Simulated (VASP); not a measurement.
# BAs (F-43m) in VASP: further runs, part 2 of 2

VASP 6.6.1.

### Step 3. Single point, PBE

The input, INCAR:

```
SYSTEM = BAs
PREC = Accurate ; ENCUT = 520
EDIFF = 1E-7 ; ISMEAR = 0
SIGMA = 0.05 ; LREAL = .FALSE.
LASPH = .TRUE. ; NELM = 60
ALGO = Normal ; ISIF = 2
LWAVE = .FALSE. ; LCHARG = .FALSE.
GGA = PE ; NBANDS = 11
```

The input, KPOINTS:

```
regular mesh
0
G
  12 12 12
  0 0 0
```

The input, POSCAR:

```
BAs
1.0
    0.0000000000      2.3885000000      2.3885000000
    2.3885000000      0.0000000000      2.3885000000
    2.3885000000      2.3885000000      0.0000000000
B As
1 1
Direct
    0.0000000000      0.0000000000      0.0000000000
    0.7500000000      0.7500000000      0.7500000000
```

Potentials or basis: VASP PAW PBE potentials, release 64 (B, As).

On the command line:

```
$ cat potpaw_PBE.64/B/POTCAR potpaw_PBE.64/As/POTCAR > POTCAR
$ mpirun -np 1 vasp_std > vasp.out
```

OUTCAR:

```text
SYSTEM = BAs
   PREC = Accurate
   ENCUT = 520
   EDIFF = 1E-7
   ISMEAR = 0
   LREAL = .FALSE.
   LASPH = .TRUE.
   NELM = 60
   ISIF = 2
   GGA = PE

 ion  position               nearest neighbor table
   1  0.000  0.000  0.000-   2 2.07   2 2.07   2 2.07   2 2.07
   2  0.750  0.750  0.750-   1 2.07   1 2.07   1 2.07   1 2.07

  LATTYP: Found a face centered cubic cell.
 ALAT       =     4.7770000000

  Lattice vectors:

 A1 = (   0.0000000000,   2.3885000000,   2.3885000000)
 A2 = (   2.3885000000,   0.0000000000,   2.3885000000)
 A3 = (   2.3885000000,   2.3885000000,   0.0000000000)

Analysis of symmetry for initial positions (statically):
=====================================================================
 Subroutine PRICEL returns:
 Original cell was already a primitive cell.

 Routine SETGRP: Setting up the symmetry group for a
 face centered cubic supercell.

 Subroutine GETGRP returns: Found 24 space group operations
 (whereof 24 operations were pure point group operations)
 out of a pool of 48 trial point group operations.

The static configuration has the point symmetry T_d .

Analysis of symmetry for dynamics (positions and initial velocities):
=====================================================================
 Subroutine PRICEL returns:
 Original cell was already a primitive cell.

 Routine SETGRP: Setting up the symmetry group for a
 face centered cubic supercell.

 Subroutine GETGRP returns: Found 24 space group operations
 (whereof 24 operations were pure point group operations)
 out of a pool of 48 trial point group operations.

The dynamic configuration has the point symmetry T_d .

 Subroutine INISYM returns: Found 24 space group operations
 (whereof 24 operations are pure point group operations),
 and found     1 'primitive' translations

----------------------------------------------------------------------------------------

                                     Primitive cell

  volume of cell :      27.2525

  direct lattice vectors                    reciprocal lattice vectors
     0.000000000  2.388500000  2.388500000    -0.209336404  0.209336404  0.209336404
     2.388500000  0.000000000  2.388500000     0.209336404 -0.209336404  0.209336404
     2.388500000  2.388500000  0.000000000     0.209336404  0.209336404 -0.209336404

  length of vectors
     3.377849094  3.377849094  3.377849094     0.362581287  0.362581287  0.362581287

  position of ions in fractional coordinates (direct lattice)
     0.000000000  0.000000000  0.000000000
     0.750000000  0.750000000  0.750000000

  ion indices of the primitive-cell ions
   primitive index   ion index
                 1           1
                 2           2

----------------------------------------------------------------------------------------

 KPOINTS: regular mesh

Automatic generation of k-mesh.
 Grid dimensions read from file:
 generate k-points for:   12   12   12

 Generating k-lattice:

  Cartesian coordinates                     Fractional coordinates (reciprocal lattice)
    -0.017444700  0.017444700  0.017444700     0.083333333  0.000000000  0.000000000
     0.017444700 -0.017444700  0.017444700     0.000000000  0.083333333  0.000000000
     0.017444700  0.017444700 -0.017444700     0.000000000  0.000000000  0.083333333

  Length of vectors
     0.030215107  0.030215107  0.030215107

  Shift w.r.t. Gamma in fractional coordinates (k-lattice)
     0.000000000  0.000000000  0.000000000

 Subroutine IBZKPT returns following result:
 ===========================================

 Found     72 irreducible k-points:

 Following reciprocal coordinates:
            Coordinates               Weight
  0.000000  0.000000  0.000000      1.000000
  0.083333  0.000000  0.000000      8.000000
  0.166667  0.000000  0.000000      8.000000
  0.250000  0.000000  0.000000      8.000000
  0.333333  0.000000  0.000000      8.000000
  0.416667  0.000000  0.000000      8.000000
[... 16 lines left out ...]
  0.500000  0.166667  0.000000     24.000000
 -0.416667  0.166667  0.000000     24.000000
 [... further k-points ...]
   k-points           NKPTS =     72   k-points in BZ     NKDIM =     72   number of bands    NBANDS=     11
   number of dos      NEDOS =    301   number of ions     NIONS =      2
   total plane-waves  NPLWV =  21952
   dimension x,y,z NGX =    28 NGY =   28 NGZ =   28
   dimension x,y,z NGXF=    56 NGYF=   56 NGZF=   56
   ions per type =               1   1
   NGX,Y,Z   is equivalent  to a cutoff of  13.78, 13.78, 13.78 a.u.
   NGXF,Y,Z  is equivalent  to a cutoff of  27.56, 27.56, 27.56 a.u.
 SYSTEM =  BAs
   PREC   = accura    normal or accurate (medium, high low for compatibility)
   ISTART =      0    job   : 0-new  1-cont  2-samecut
   ICHARG =      2    charge: 1-file 2-atom 10-const
   ISPIN  =      1    spin polarized calculation?
   LNONCOLLINEAR =      F non collinear calculations
   LSORBIT =      F    spin-orbit coupling
   LASPH  =      T    aspherical Exc in radial PAW
   ENCUT  =  520.0 eV  38.22 Ry    6.18 a.u.   6.28  6.28  6.28*2*pi/ulx,y,z
   NELM   =     60;   NELMIN=  2; NELMDL= -5     # of ELM steps
   EDIFF  = 0.1E-06   stopping-criterion for ELM
   LREAL  =      F    real-space projection
   EDIFFG = 0.1E-05   stopping-criterion for IOM
   NSW    =      0    number of steps for IOM
   IBRION =     -1    ionic relax: 0-MD 1-quasi-New 2-CG
   NFREE  =      0    steps in history (QN), initial steepest desc. (CG)
   ISIF   =      2    stress and relaxation
   ISYM   =      2    0-nonsym 1-usesym 2-fastsym
   POTIM  = 0.5000    time-step for ionic-motion
   TEBEG  =    0.0;   TEEND  =   0.0 temperature during run
   PSTRESS=    0.0 pullay stress
   NELECT =       8.0000    total number of electrons
   NUPDOWN=      -1.0000    fix difference up-down
   EMIN   =  10.00;   EMAX   =-10.00  energy-range for DOS
   EFERMI =   0.00;   METHOD = LEGACY
   ISMEAR =     0;   SIGMA  =   0.05  broadening in eV -4-tet -1-fermi 0-gaus
   EFERMI_NEDOS =   21; number of points for ismear=-14 and -15
   IALGO  =     38    algorithm
   IMIX   =      4    mixing-type and parameters
     AMIX     =   0.40;   BMIX     =  1.00
     AMIX_MAG =   1.60;   BMIX_MAG =  1.00
  volume/ion in A,a.u.               =      13.63        91.95
  Fermi-wavevector in a.u.,A,eV,Ry     =   1.088018  2.056057 16.106360  1.183784
  Thomas-Fermi vector in A             =   2.224191
   LORBIT       =      0    0 simple, 1 ext, 2 COOP (PROOUT), +10 PAW based schemes
   GGA     = PE    functional components
   LHFCALC =     F    Hartree Fock is set to
   AEXX    =    0.0000 exact exchange contribution
   IVDW    =     0    specifies the selected vdW correction
   LEPSILON=     F    determine dielectric tensor
   LRPA    =     F    only Hartree local field effects (RPA)
 non-spin polarized calculation
 Gauss-broadening in eV      SIGMA  =   0.05
  energy-cutoff  :      520.00
  volume of cell :       27.25
 maximum number of plane-waves:       754
 NGX is ok and might be reduce to    28
   NGX = 13   NGY = 13   NGZ = 13

 number of electron       8.0000000 magnetization

 Free energy of the ion-electron system (eV)
  ---------------------------------------------------
  ext. energy  EPLUGINS =         0.00000000
  ---------------------------------------------------
  free energy    TOTEN  =       -11.40672996 eV

  energy without entropy =      -11.40672996  energy(sigma->0) =      -11.40672996

 E-fermi :   6.3601     XC(G=0): -10.5844

 val. band max:        6.1260085286   @ k =   0.0000   0.0000   0.0000
 cond. band min:       7.3091402428   @ k =   0.4167   0.4167   0.0000
 fundamental gap:      1.1831317142
 Fermi energy:         6.3600810709

 k-point     1 :       0.0000    0.0000    0.0000
  band No.  band energies     occupation
      1      -9.2751      2.00000
      2       6.1260      2.00000
      3       6.1260      2.00000
      4       6.1260      2.00000
      5       9.4026      0.00000
      6       9.4026      0.00000
      7       9.4026      0.00000
      8      10.8128      0.00000
      9      15.7090      0.00000
     10      19.0766      0.00000
     11      19.0766      0.00000
[... 309 lines left out ...]
 k-point    24 :      -0.4167    0.1667    0.0000
  band No.  band energies     occupation
      1      -6.1061      2.00000
      2      -2.2719      2.00000
      3       2.1712      2.00000
      4       3.7834      2.00000
      5       9.3619      0.00000
      6      11.6668      0.00000
      7      12.1674      0.00000
      8      15.3449      0.00000
      9      17.6903      0.00000
     10      19.0240      0.00000
     11      20.6117      0.00000

 [... further k-points ...]

------------------------ aborting loop because EDIFF is reached ----------------------------------------

  FORCE on cell =-STRESS in cart. coord.  units (eV):
  Direction    XX          YY          ZZ          XY          YZ          ZX
  --------------------------------------------------------------------------------------
  -------------------------------------------------------------------------------------
  Total        0.5836625      0.5836625      0.5836625     -0.0000000      0.0000000      0.0000000
  in kB       34.3136254     34.3136254     34.3136254     -0.0000000      0.0000000      0.0000000
  external PRESSURE =      34.3136254 kB  Pullay stress =       0.0000000 kB

 VOLUME and BASIS-vectors are now :
 -----------------------------------------------------------------------------
  energy-cutoff  :      520.00
  volume of cell :       27.25
      direct lattice vectors                 reciprocal lattice vectors
     0.000000000  2.388500000  2.388500000    -0.209336404  0.209336404  0.209336404
     2.388500000  0.000000000  2.388500000     0.209336404 -0.209336404  0.209336404
     2.388500000  2.388500000  0.000000000     0.209336404  0.209336404 -0.209336404

 POSITION                                       TOTAL-FORCE (eV/Angst)
 -----------------------------------------------------------------------------------
      0.00000      0.00000      0.00000         0.000000      0.000000      0.000000
      3.58275      3.58275      3.58275        -0.000000     -0.000000     -0.000000
 -----------------------------------------------------------------------------------
    total drift:                                0.000000      0.000000      0.000000

  FREE ENERGIE OF THE ION-ELECTRON SYSTEM (eV)
  ---------------------------------------------------
  free  energy   TOTEN  =       -11.4067299650 eV

  energy  without entropy=      -11.4067299650  energy(sigma->0) =      -11.40672996
```

Wall time 22 s (1 thread of AMD EPYC 7R43 (Zen 3), shared host); peak memory 0.13 GiB.

Results:

```
Free energy            : -11.4067 eV
Pressure               : 3.4 GPa
Band gap on the k mesh : 1.18 eV, indirect (least direct gap 3.28 eV)
```

Levels at points of the mesh, in eV from the valence-band top:
```csv
k point,band 1,band 2,band 3,band 4,band 5,band 6,band 7,band 8
"(0.00, 0.00, 0.00)",-15.40,0.00,0.00,0.00,3.28,3.28,3.28,4.69
"(0.50, 0.00, 0.00)",-12.53,-8.79,-1.82,-1.82,2.69,4.78,4.78,8.87
"(0.50, 0.50, 0.00)",-11.21,-8.53,-4.08,-4.08,1.43,1.44,11.37,11.37
```

A k mesh can miss the band edges. As with any semilocal functional, this PBE gap is likely too small.
